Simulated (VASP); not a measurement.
# HfC5 (Immm) in VASP: relaxation of cell and atoms with PBE

Aim: the relaxation of cell and atoms of HfC5 with PBE.

Program: VASP 6.6.1. These are calculated values, not measurements. Logs are shortened: lines on timing, memory, paths and dates and some standing lists are left out, and cuts for length are marked.

**1. The cell of the first run**

The structure is orthorhombic, space group Immm (No. 71). Conventional cell: a = 4.401 Å, b = 5.822 Å, c = 6.428 Å, α = 90.00°, β = 90.00°, γ = 90.00°. Hf (site symmetry mmm) has 8 C at 2.20 to 2.57 Å within 2.9 Å. C (site symmetry m2m) has 1 C at 1.31 Å within 1.8 Å. C (site symmetry mm2) has 1 C at 1.33 Å within 1.8 Å. C (site symmetry mmm) has 2 C at 1.33 Å within 1.8 Å.

The cell was generated, and may not be a known phase.

**2. Relaxation of cell and atoms, PBE**

INCAR

```
SYSTEM = HfC5
PREC = Accurate ; ENCUT = 600
EDIFF = 1E-6 ; ISMEAR = 0
SIGMA = 0.1 ; LREAL = .FALSE.
LASPH = .TRUE. ; NELM = 100
ALGO = Normal ; ISIF = 3
LWAVE = .FALSE. ; LCHARG = .FALSE.
GGA = PE ; IBRION = 2
NSW = 100 ; EDIFFG = -0.01
```

KPOINTS

```
regular mesh
0
G
  10 10 10
  0 0 0
```

POSCAR

```
HfC5
1.0
   -2.2004245669      2.9108437445      3.2140447362
    2.2004245669     -2.9108437445      3.2140447362
    2.2004245669      2.9108437445     -3.2140447362
Hf C
1 5
Direct
    0.5000000000      0.5000000000      0.0000000000
    0.1127582251      0.5000000000      0.6127582251
    0.8872417749      0.5000000000      0.3872417749
    0.2934362006      0.7934362006      0.5000000000
    0.7065637994      0.2065637994      0.5000000000
    0.5000000000      0.0000000000      0.5000000000
```

Potentials or basis: VASP PAW PBE potentials, release 64 (Hf_pv, C).

Launch:

```console
$ cat potpaw_PBE.64/Hf_pv/POTCAR potpaw_PBE.64/C/POTCAR > POTCAR
$ mpirun -np 1 vasp_std > vasp.out
```

OUTCAR:

```text
SYSTEM = HfC5
   PREC = Accurate
   ENCUT = 600
   EDIFF = 1E-6
   ISMEAR = 0
   LREAL = .FALSE.
   LASPH = .TRUE.
   NELM = 100
   ISIF = 3
   GGA = PE
   IBRION = 2
   NSW = 100
   EDIFFG = -0.01

 ion  position               nearest neighbor table
   1  0.500  0.500  0.000-   6 2.20   6 2.20   2 2.25   3 2.25   5 2.57   5 2.57   4 2.57   4 2.57

   2  0.113  0.500  0.613-   3 1.31   4 2.00   5 2.00   1 2.25
   3  0.887  0.500  0.387-   2 1.31   5 2.00   4 2.00   1 2.25
   4  0.293  0.793  0.500-   6 1.33   2 2.00   3 2.00   1 2.57   1 2.57
   5  0.707  0.207  0.500-   6 1.33   3 2.00   2 2.00   1 2.57   1 2.57
   6  0.500  0.000  0.500-   4 1.33   5 1.33   1 2.20   1 2.20

  LATTYP: Found a body centered orthorhombic cell.
 ALAT       =     4.4008491338
 B/A-ratio  =     1.3228555017
 C/A-ratio  =     1.4606475425

  Lattice vectors:

 A1 = (  -2.2004245669,   2.9108437445,   3.2140447362)
 A2 = (   2.2004245669,  -2.9108437445,   3.2140447362)
 A3 = (   2.2004245669,   2.9108437445,  -3.2140447362)

Analysis of symmetry for initial positions (statically):
=====================================================================
 Subroutine PRICEL returns:
 Original cell was already a primitive cell.

 Routine SETGRP: Setting up the symmetry group for a
 body centered orthorhombic supercell.

 Subroutine GETGRP returns: Found  8 space group operations
 (whereof  8 operations were pure point group operations)
 out of a pool of  8 trial point group operations.

The static configuration has the point symmetry D_2h.

Analysis of symmetry for dynamics (positions and initial velocities):
=====================================================================
 Subroutine PRICEL returns:
 Original cell was already a primitive cell.

 Routine SETGRP: Setting up the symmetry group for a
 body centered orthorhombic supercell.

 Subroutine GETGRP returns: Found  8 space group operations
 (whereof  8 operations were pure point group operations)
 out of a pool of  8 trial point group operations.

The dynamic configuration has the point symmetry D_2h.

 Subroutine INISYM returns: Found  8 space group operations
 (whereof  8 operations are pure point group operations),
 and found     1 'primitive' translations

[... 108 lines left out ...]
   ISIF   =      3    stress and relaxation
   ISYM   =      2    0-nonsym 1-usesym 2-fastsym
   POTIM  = 0.5000    time-step for ionic-motion
   TEBEG  =    0.0;   TEEND  =   0.0 temperature during run
   PSTRESS=    0.0 pullay stress
   NELECT =      30.0000    total number of electrons
   NUPDOWN=      -1.0000    fix difference up-down
   EMIN   =  10.00;   EMAX   =-10.00  energy-range for DOS
   EFERMI =   0.00;   METHOD = LEGACY
   ISMEAR =     0;   SIGMA  =   0.10  broadening in eV -4-tet -1-fermi 0-gaus
   EFERMI_NEDOS =   21; number of points for ismear=-14 and -15
   IALGO  =     38    algorithm
   IMIX   =      4    mixing-type and parameters
     AMIX     =   0.40;   BMIX     =  1.00
     AMIX_MAG =   1.60;   BMIX_MAG =  1.00
  volume/ion in A,a.u.               =      13.72        92.62
  Fermi-wavevector in a.u.,A,eV,Ry     =   1.169238  2.209539 18.600754  1.367117
  Thomas-Fermi vector in A             =   2.305713
   LORBIT       =      0    0 simple, 1 ext, 2 COOP (PROOUT), +10 PAW based schemes
   GGA     = PE    functional components
   LHFCALC =     F    Hartree Fock is set to
   AEXX    =    0.0000 exact exchange contribution
   IVDW    =     0    specifies the selected vdW correction
   LEPSILON=     F    determine dielectric tensor
   LRPA    =     F    only Hartree local field effects (RPA)
 conjugate gradient relaxation of ions
 non-spin polarized calculation
 Gauss-broadening in eV      SIGMA  =   0.10
  energy-cutoff  :      600.00
  volume of cell :       82.35
 maximum number of plane-waves:      2764
   NGX = 19   NGY = 19   NGZ = 19

--------------------------------------- Ionic step        1  -------------------------------------------

 number of electron      29.9999999 magnetization

 Free energy of the ion-electron system (eV)
  ---------------------------------------------------
  ext. energy  EPLUGINS =         0.00000000
  ---------------------------------------------------
  free energy    TOTEN  =       -46.84146484 eV

  energy without entropy =      -46.83677325  energy(sigma->0) =      -46.83911905

------------------------ aborting loop because EDIFF is reached ----------------------------------------

  FORCE on cell =-STRESS in cart. coord.  units (eV):
  Direction    XX          YY          ZZ          XY          YZ          ZX
  --------------------------------------------------------------------------------------
  -------------------------------------------------------------------------------------
  Total       -0.3391364     -0.2536856     -0.1326852      0.0000000      0.0000000      0.0000000
  in kB       -6.5985382     -4.9359308     -2.5816400      0.0000000      0.0000000      0.0000000
  external PRESSURE =      -4.7053697 kB  Pullay stress =       0.0000000 kB
[... 227 lines left out ...]
--------------------------------------- Ionic step        7  -------------------------------------------

 number of electron      29.9999999 magnetization

 Free energy of the ion-electron system (eV)
  ---------------------------------------------------
  ext. energy  EPLUGINS =         0.00000000
  ---------------------------------------------------
  free energy    TOTEN  =       -46.84243972 eV

  energy without entropy =      -46.83777778  energy(sigma->0) =      -46.84010875

 E-fermi :   3.0119     XC(G=0):  -9.6416

 val. band max:        3.0078446917   @ k =  -0.4000  -0.3000   0.2000
 cond. band min:       3.0147613535   @ k =  -0.2000  -0.1000   0.1000
 fundamental gap:      0.0069166618
 Fermi energy:         3.0119208444

 k-point     1 :       0.0000    0.0000    0.0000
  band No.  band energies     occupation
      1     -28.7720      2.00000
      2     -28.7366      2.00000
      3     -28.5558      2.00000
      4     -13.7666      2.00000
      5     -11.8292      2.00000
      6      -9.6820      2.00000
[... 505 lines left out ...]
      6      -9.7616      2.00000
[... 11 lines left out ...]
     18       5.4499      0.00000
     19       6.8755      0.00000

 [... further k-points ...]

------------------------ aborting loop because EDIFF is reached ----------------------------------------

  FORCE on cell =-STRESS in cart. coord.  units (eV):
  Direction    XX          YY          ZZ          XY          YZ          ZX
  --------------------------------------------------------------------------------------
  -------------------------------------------------------------------------------------
  Total        0.0067820      0.0133027     -0.0458371      0.0000000      0.0000000      0.0000000
  in kB        0.1325495      0.2599902     -0.8958508      0.0000000      0.0000000      0.0000000
  external PRESSURE =      -0.1677703 kB  Pullay stress =       0.0000000 kB
[... 21 lines left out ...]
  FREE ENERGIE OF THE ION-ELECTRON SYSTEM (eV)
  ---------------------------------------------------
  free  energy   TOTEN  =       -46.8424397213 eV

  energy  without entropy=      -46.8377777832  energy(sigma->0) =      -46.84010875

 reached required accuracy - stopping structural energy minimisation
```

OSZICAR:

```text
N       E                     dE             d eps       ncg     rms          rms(c)
DAV:   1     0.140554362801E+03    0.14055E+03   -0.16900E+04  6514   0.161E+03
DAV:   2    -0.419383583764E+02   -0.18249E+03   -0.17654E+03  8679   0.317E+02
DAV:   3    -0.534924112005E+02   -0.11554E+02   -0.11309E+02  8054   0.710E+01
DAV:   4    -0.538352841045E+02   -0.34287E+00   -0.33960E+00  9209   0.122E+01
[... 54 lines left out ...]
DAV:   4    -0.468424262760E+02    0.63437E-06   -0.12788E-06  4913   0.811E-03
   6 F= -.46842426E+02 E0= -.46840093E+02  d E =0.319149E-05
       N       E                     dE             d eps       ncg     rms          rms(c)
DAV:   1    -0.468424421158E+02   -0.15205E-04   -0.10853E-03  6537   0.238E-01    0.215E-02
DAV:   2    -0.468424403179E+02    0.17979E-05   -0.31894E-05  8875   0.327E-02    0.824E-03
DAV:   3    -0.468424397213E+02    0.59657E-06   -0.29342E-06  6514   0.103E-02
   7 F= -.46842440E+02 E0= -.46840109E+02  d E =-.102538E-04
```

Run time: 14 min. Hardware: 1 thread of Intel Xeon 6975P-C (Granite Rapids), shared host; peak memory 0.47 GiB.

Results:

| Property | Result |
| --- | --- |
| Free energy | -46.8424 eV |
| Relaxed volume | 13.66 Å³/atom |
| Relaxed cell | a = 4.856 Å, b = 4.856 Å, c = 4.856 Å, α = 126.22°, β = 106.51°, γ = 97.18° |
| Space group after relaxing (to 0.1 Å) | Immm (No. 71) |
| Energy gained by relaxing | 0.2 meV/atom |
| Ionic steps | 7 |
| Pressure after relaxing | 0.0 GPa |
| Band gap on the k mesh | zero (bands 15 and 16 overlap by 0.51 eV) |

Step by step:
```csv
step,energy change (eV),largest force (eV/Å),pressure (GPa),volume (Å³)
1,0.0000,0.1670,-0.47,82.35
2,0.0036,0.7407,-0.16,81.87
3,-0.0006,0.0807,-0.39,82.22
4,-0.0004,0.1023,0.51,81.69
5,-0.0010,0.0244,0.01,81.98
6,-0.0010,0.0254,-0.06,81.98
7,-0.0010,0.0005,-0.02,81.98
```

Final structure:
```
Hf C
1.0
    -2.19635    2.90505    3.21201
     2.19635   -2.90505    3.21201
     2.19635    2.90505   -3.21201
Hf C
1 5
Direct
  0.50000 0.50000 0.00000
  0.11312 0.50000 0.61312
  0.88688 0.50000 0.38688
  0.29334 0.79334 0.50000
  0.70666 0.20666 0.50000
  0.50000 0.00000 0.50000
```

Caveat: spin-orbit coupling is left out, which moves the levels of the heavy elements.
